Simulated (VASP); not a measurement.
# Sr12Si in VASP: single point with PBE+D3(BJ)

Aim: the single point of Sr12Si with PBE+D3(BJ).

Everything below comes from runs of VASP 6.6.1. Logs are shortened: lines on timing, memory, paths and dates and some standing lists are left out, and cuts for length are marked.

### 1 The cell of the first run

The cell holds a slab with vacuum, 13 atoms: a = 8.598 Å, b = 8.598 Å, c = 18.021 Å, α = 90.00°, β = 90.00°, γ = 60.00°.

### 2 Single point, PBE+D3(BJ)

INCAR reads:

```
SYSTEM = Sr12Si
PREC = Accurate
ENCUT = 520
EDIFF = 1E-7
ISMEAR = 0
SIGMA = 0.1
LREAL = .False.
LASPH = .True.
NELM = 60
ALGO = Normal
ISIF = 2
LWAVE = .False.
LCHARG = .False.
GGA = PE
IVDW = 12
NBANDS = 74
```

KPOINTS reads:

```
regular mesh
0
Gamma
  2 2 1
  0 0 0
```

POSCAR reads:

```
Sr12Si
1.0
    8.5984180000      0.0000000000      0.0000000000
    4.2992090000      7.4464490000      0.0000000000
    0.0000000000      0.0000000000     18.0205790000
Sr Si
12 1
Direct
    0.1666667136      0.1666666890      0.0554921127
    0.6666667136      0.1666666890      0.0554921127
    0.1666666219      0.6666667562      0.0554921127
    0.6666666219      0.6666667562      0.0554921127
   -0.1599043725      0.3298650135      0.2533309279
    0.3441599376      0.3427965464      0.2340821568
   -0.1659206937      0.8338609450      0.2494507529
    0.3303050190      0.8396578020      0.2535959028
    0.0049121089      0.0020133086      0.4531881578
    0.5149668016      0.0800224375      0.4233940541
    0.0806901786      0.5146737727      0.4218666337
    0.5986004349      0.5992500587      0.4576615990
    0.8043916442      0.8013712308      0.5071060702
```

Potentials or basis: VASP PAW PBE potentials, release 64 (Sr_sv, Si).

The run is started by

```
$ cat potpaw_PBE.64/Sr_sv/POTCAR potpaw_PBE.64/Si/POTCAR > POTCAR
$ mpirun -np 1 vasp_std > vasp.out
```

OUTCAR:

```text
SYSTEM = Sr12Si
   PREC = Accurate
   ENCUT = 520
   EDIFF = 1E-7
   ISMEAR = 0
   LREAL = .False.
   LASPH = .True.
   NELM = 60
   ISIF = 2
   GGA = PE
   IVDW = 12
 IVDW          = 12

 ion  position               nearest neighbor table
   1  0.167  0.167  0.055-   6 4.16   4 4.30   2 4.30   2 4.30   3 4.30   3 4.30   4 4.30   5 4.32
                             8 4.32
   2  0.667  0.167  0.055-   6 4.02   7 4.28   3 4.30   1 4.30   1 4.30   4 4.30   4 4.30   3 4.30
                             5 4.36
   3  0.167  0.667  0.055-   6 4.02   7 4.28   2 4.30   4 4.30   4 4.30   1 4.30   1 4.30   2 4.30
                             8 4.36
   4  0.667  0.667  0.055-   7 4.29   1 4.30   3 4.30   3 4.30   2 4.30   2 4.30   1 4.30   5 4.36
                             8 4.36
   5  0.840  0.330  0.253-   8 4.22   6 4.22   7 4.29  12 4.29   7 4.31   1 4.32   9 4.35   2 4.36
                             4 4.36   8 4.38  11 4.40   6 4.40
   6  0.344  0.343  0.234-  11 3.93  10 3.95   2 4.02   3 4.02   1 4.16   5 4.22   8 4.23   7 4.31
                             7 4.32   8 4.40   5 4.40
   7  0.834  0.834  0.249-  11 3.98  10 4.00   3 4.28   2 4.28   5 4.29   4 4.29   8 4.29   6 4.31
                             8 4.31   5 4.31   6 4.32   9 4.46
   8  0.330  0.840  0.254-   5 4.22   6 4.23  12 4.28   7 4.29   7 4.31   1 4.32   9 4.34   4 4.36
                             3 4.36   5 4.38   6 4.40  10 4.41
   9  0.005  0.002  0.453-  13 3.14  11 3.95  10 3.96   8 4.34   5 4.35   7 4.46  12 4.51  12 4.54
                            10 4.79  11 4.80
  10  0.515  0.080  0.423-  13 2.87  11 3.74  12 3.87   6 3.95   9 3.96   7 4.00   8 4.41   9 4.79
                            11 4.86  12 4.90
  11  0.081  0.515  0.422-  13 2.87  10 3.74  12 3.89   6 3.93   9 3.95   7 3.98   5 4.40   9 4.80
                            10 4.86  12 4.90
  12  0.599  0.599  0.458-  13 3.17  10 3.87  11 3.89   8 4.28   5 4.29   9 4.51   9 4.54  11 4.90
                            10 4.90
  13  0.804  0.801  0.507-  11 2.87  10 2.87   9 3.14  12 3.17

  LATTYP: Found a hexagonal cell.
 ALAT       =     8.5984185020
 C/A-ratio  =     2.0958015705

  Lattice vectors:

 A1 = (  -4.2992090000,  -7.4464490000,   0.0000000000)
 A2 = (   8.5984180000,   0.0000000000,   0.0000000000)
 A3 = (   0.0000000000,   0.0000000000,  18.0205790000)

Analysis of symmetry for initial positions (statically):
=====================================================================
 Subroutine PRICEL returns:
 Original cell was already a primitive cell.

 Routine SETGRP: Setting up the symmetry group for a
 hexagonal supercell.

 Subroutine GETGRP returns: Found  1 space group operations
 (whereof  1 operations were pure point group operations)
 out of a pool of 24 trial point group operations.

The static configuration has the point symmetry C_1 .

Analysis of symmetry for dynamics (positions and initial velocities):
=====================================================================
 Subroutine PRICEL returns:
 Original cell was already a primitive cell.

 Routine SETGRP: Setting up the symmetry group for a
 hexagonal supercell.

 Subroutine GETGRP returns: Found  1 space group operations
 (whereof  1 operations were pure point group operations)
 out of a pool of 24 trial point group operations.

The dynamic configuration has the point symmetry C_1 .

 Subroutine INISYM returns: Found  1 space group operations
 (whereof  1 operations are pure point group operations),
 and found     1 'primitive' translations

----------------------------------------------------------------------------------------

                                     Primitive cell

  volume of cell :    1153.8159

  direct lattice vectors                    reciprocal lattice vectors
     8.598418000  0.000000000  0.000000000     0.116300464 -0.067146099  0.000000000
     4.299209000  7.446449000  0.000000000     0.000000000  0.134292198  0.000000000
     0.000000000  0.000000000 18.020579000     0.000000000  0.000000000  0.055492113

  length of vectors
     8.598418000  8.598418502 18.020579000     0.134292205  0.134292198  0.055492113

  position of ions in fractional coordinates (direct lattice)
     0.166666714  0.166666689  0.055492113
     0.666666714  0.166666689  0.055492113
     0.166666622  0.666666756  0.055492113
     0.666666622  0.666666756  0.055492113
[... 32 lines left out ...]
 generate k-points for:    2    2    1

 Generating k-lattice:

  Cartesian coordinates                     Fractional coordinates (reciprocal lattice)
     0.058150232 -0.033573049  0.000000000     0.500000000  0.000000000  0.000000000
     0.000000000  0.067146099  0.000000000     0.000000000  0.500000000  0.000000000
     0.000000000  0.000000000  0.055492113     0.000000000  0.000000000  1.000000000

  Length of vectors
     0.067146103  0.067146099  0.055492113

  Shift w.r.t. Gamma in fractional coordinates (k-lattice)
     0.000000000  0.000000000  0.000000000

 Subroutine IBZKPT returns following result:
 ===========================================

 Found      4 irreducible k-points:

 Following reciprocal coordinates:
            Coordinates               Weight
  0.000000  0.000000  0.000000      1.000000
  0.500000  0.000000  0.000000      1.000000
  0.500000  0.500000  0.000000      1.000000
  0.000000  0.500000  0.000000      1.000000
   k-points           NKPTS =      4   k-points in BZ     NKDIM =      4   number of bands    NBANDS=     74
   number of dos      NEDOS =    301   number of ions     NIONS =     13
   total plane-waves  NPLWV = 573440
   dimension x,y,z NGX =    64 NGY =   64 NGZ =  140
   dimension x,y,z NGXF=   128 NGYF=  128 NGZF=  280
   ions per type =              12   1
   NGX,Y,Z   is equivalent  to a cutoff of  12.37, 12.37, 12.92 a.u.
   NGXF,Y,Z  is equivalent  to a cutoff of  24.75, 24.75, 25.83 a.u.
 SYSTEM =  Sr12Si
   PREC   = accura    normal or accurate (medium, high low for compatibility)
   ISTART =      0    job   : 0-new  1-cont  2-samecut
   ICHARG =      2    charge: 1-file 2-atom 10-const
   ISPIN  =      1    spin polarized calculation?
   LNONCOLLINEAR =      F non collinear calculations
   LSORBIT =      F    spin-orbit coupling
   LASPH  =      T    aspherical Exc in radial PAW
   ENCUT  =  520.0 eV  38.22 Ry    6.18 a.u.  15.99 15.99 33.51*2*pi/ulx,y,z
   NELM   =     60;   NELMIN=  2; NELMDL= -5     # of ELM steps
   EDIFF  = 0.1E-06   stopping-criterion for ELM
   LREAL  =      F    real-space projection
   EDIFFG = 0.1E-05   stopping-criterion for IOM
   NSW    =      0    number of steps for IOM
   IBRION =     -1    ionic relax: 0-MD 1-quasi-New 2-CG
   NFREE  =      0    steps in history (QN), initial steepest desc. (CG)
   ISIF   =      2    stress and relaxation
   ISYM   =      2    0-nonsym 1-usesym 2-fastsym
   POTIM  = 0.5000    time-step for ionic-motion
   TEBEG  =    0.0;   TEEND  =   0.0 temperature during run
   PSTRESS=    0.0 pullay stress
   NELECT =     124.0000    total number of electrons
   NUPDOWN=      -1.0000    fix difference up-down
   EMIN   =  10.00;   EMAX   =-10.00  energy-range for DOS
   EFERMI =   0.00;   METHOD = LEGACY
   ISMEAR =     0;   SIGMA  =   0.10  broadening in eV -4-tet -1-fermi 0-gaus
   EFERMI_NEDOS =   21; number of points for ismear=-14 and -15
   IALGO  =     38    algorithm
   IMIX   =      4    mixing-type and parameters
     AMIX     =   0.40;   BMIX     =  1.00
     AMIX_MAG =   1.60;   BMIX_MAG =  1.00
  volume/ion in A,a.u.               =      88.76       598.95
  Fermi-wavevector in a.u.,A,eV,Ry     =   0.778341  1.470851  8.242609  0.605815
  Thomas-Fermi vector in A             =   1.881217
   LORBIT       =      0    0 simple, 1 ext, 2 COOP (PROOUT), +10 PAW based schemes
   GGA     = PE    functional components
   LHFCALC =     F    Hartree Fock is set to
   AEXX    =    0.0000 exact exchange contribution
   IVDW    =    12    specifies the selected vdW correction
   LEPSILON=     F    determine dielectric tensor
   LRPA    =     F    only Hartree local field effects (RPA)
 non-spin polarized calculation
 Gauss-broadening in eV      SIGMA  =   0.10
  energy-cutoff  :      520.00
  volume of cell :     1153.82
 maximum number of plane-waves:     31100
 NGX is ok and might be reduce to    64
   NGX = 31   NGY = 31   NGZ = 67

 number of electron     124.0000000 magnetization

 Free energy of the ion-electron system (eV)
  ---------------------------------------------------
  ext. energy  EPLUGINS =         0.00000000
  ---------------------------------------------------
  free energy    TOTEN  =       -21.77462039 eV

  energy without entropy =      -21.70649239  energy(sigma->0) =      -21.74055639

 E-fermi :  -0.0927     XC(G=0):  -5.0980

 val. band max:       -0.1339126299   @ k =   0.0000   0.5000   0.0000
 cond. band min:      -0.0768873324   @ k =   0.0000   0.0000   0.0000
 fundamental gap:      0.0570252975
 Fermi energy:        -0.0927224866

 k-point     1 :       0.0000    0.0000    0.0000
  band No.  band energies     occupation
      1     -37.2738      2.00000
      2     -37.2348      2.00000
      3     -37.2129      2.00000
      4     -37.2087      2.00000
      5     -36.8148      2.00000
      6     -36.8094      2.00000
[... 297 lines left out ...]
     73       0.7130      0.00000
     74       0.8121      0.00000

------------------------ aborting loop because EDIFF is reached ----------------------------------------

 Edisp (eV)   -1.90373

 E8    (eV) :    -1.0546

  FORCE on cell =-STRESS in cart. coord.  units (eV):
  Direction    XX          YY          ZZ          XY          YZ          ZX
  --------------------------------------------------------------------------------------
  -------------------------------------------------------------------------------------
  Total      -2.94961     0.46465    -0.30032    -2.93443    -0.02532    -0.07313
  in kB      -4.09580     0.64521    -0.41703    -4.07472    -0.03516    -0.10154
  external pressure =       -1.29 kB  Pullay stress =        0.00 kB

 VOLUME and BASIS-vectors are now :
 -----------------------------------------------------------------------------
  energy-cutoff  :      520.00
  volume of cell :     1153.82
      direct lattice vectors                 reciprocal lattice vectors
     8.598418000  0.000000000  0.000000000     0.116300464 -0.067146099  0.000000000
     4.299209000  7.446449000  0.000000000     0.000000000  0.134292198  0.000000000
     0.000000000  0.000000000 18.020579000     0.000000000  0.000000000  0.055492113

 POSITION                                       TOTAL-FORCE (eV/Angst)
 -----------------------------------------------------------------------------------
      2.14960      1.24107      1.00000        -0.022618     -0.014543      0.000311
      6.44881      1.24107      1.00000         0.066563     -0.012278     -0.064065
      4.29921      4.96430      1.00000         0.023568      0.061928     -0.057636
      8.59842      4.96430      1.00000        -0.049873     -0.027860      0.110025
      8.64165      2.45632      4.56517         0.000446      0.018999      0.011152
      4.43298      2.55262      4.21830        -0.011188     -0.005559      0.005308
     10.75671      6.20930      4.49525        -0.027096     -0.009307      0.006223
      6.44997      6.25247      4.56995         0.017714     -0.009559      0.005860
      0.05089      0.01499      8.16671        -0.005290      0.012287     -0.000126
      4.77193      0.59588      7.62981         0.012072      0.005678     -0.020754
      2.90650      3.83249      7.60228         0.002647     -0.009956     -0.015912
      7.72332      4.46229      8.24733         0.008791     -0.014536     -0.005630
     10.36176      5.96737      9.13834        -0.015738      0.004705      0.025244
 -----------------------------------------------------------------------------------
    total drift:                                0.000008      0.000005      0.000032

  FREE ENERGIE OF THE ION-ELECTRON SYSTEM (eV)
  ---------------------------------------------------
  free  energy   TOTEN  =       -23.6783471118 eV

  energy  without entropy=      -23.6102191043  energy(sigma->0) =      -23.64428311
```

It took 25 min on 1 thread of AMD EPYC 7R13, shared host; peak memory 1.1 GiB.

What came out:

```yaml
Free_energy: -23.6783 eV
Largest_force: 0.124 eV/Å
Band_gap_on_the_k_mesh: 0.06 eV (least direct gap 0.15 eV)
Dispersion_energy_per_atom: -0.146 eV
```

Forces in eV/Å, atoms in the order of the input:
```
Sr  -0.023 -0.015  0.000
Sr   0.067 -0.012 -0.064
Sr   0.024  0.062 -0.058
Sr  -0.050 -0.028  0.110
Sr   0.000  0.019  0.011
Sr  -0.011 -0.006  0.005
Sr  -0.027 -0.009  0.006
Sr   0.018 -0.010  0.006
Sr  -0.005  0.012  0.000
Sr   0.012  0.006 -0.021
Sr   0.003 -0.010 -0.016
Sr   0.009 -0.015 -0.006
Si  -0.016  0.005  0.025
```

Caveat: the k points lie up to 0.42 Å⁻¹ apart; there is no dipole correction, which matters where the two faces differ.
